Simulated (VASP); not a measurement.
Here is a VASP 6.6.1 calculation.

The input INCAR:

```
SYSTEM = SiNi3
PREC = Accurate ; ENCUT = 520
EDIFF = 1E-6 ; ISMEAR = -1
SIGMA = 0.05 ; LREAL = .FALSE.
LASPH = .TRUE. ; NELM = 150
ALGO = Normal ; ISIF = 2
LWAVE = .FALSE. ; LCHARG = .FALSE.
ISPIN = 2 ; MAGMOM = 1 1 1 0
LORBIT = 11 ; LMAXMIX = 4
GGA = PS ; NBANDS = 29
```

File KPOINTS:

```
Automatic mesh
0
G
  8 8 8
  0 0 0
```

The input POSCAR:

```
SiNi3
1.0
    3.5182274716      0.0000000000      0.0000000000
    0.0000000000      3.5182274716      0.0000000000
    0.0000000000      0.0000000000      3.5182274716
Ni Si
3 1
Direct
    0.5000000000      0.5000000000      0.0000000000
    0.5000000000      0.0000000000      0.5000000000
    0.0000000000      0.5000000000      0.5000000000
    0.0000000000      0.0000000000      0.0000000000
```

Potentials or basis: VASP PAW PBE potentials, release 64 (Ni, Si).

The run is started by

```sh
$ cat potpaw_PBE.64/Ni/POTCAR potpaw_PBE.64/Si/POTCAR > POTCAR
$ mpirun -np 1 vasp_std > vasp.out
```

Q: What does it give for the pressure?

A: -10.3 GPa.

Q: Predict the net moment.

A: 0.00 μB per cell.

Q: Estimate the band gap on the k mesh.

A: Zero (filled and empty bands overlap).

Caveat: the cell stands under tension; the PAW data sets were made with another functional, which shifts forces and pressure a little.
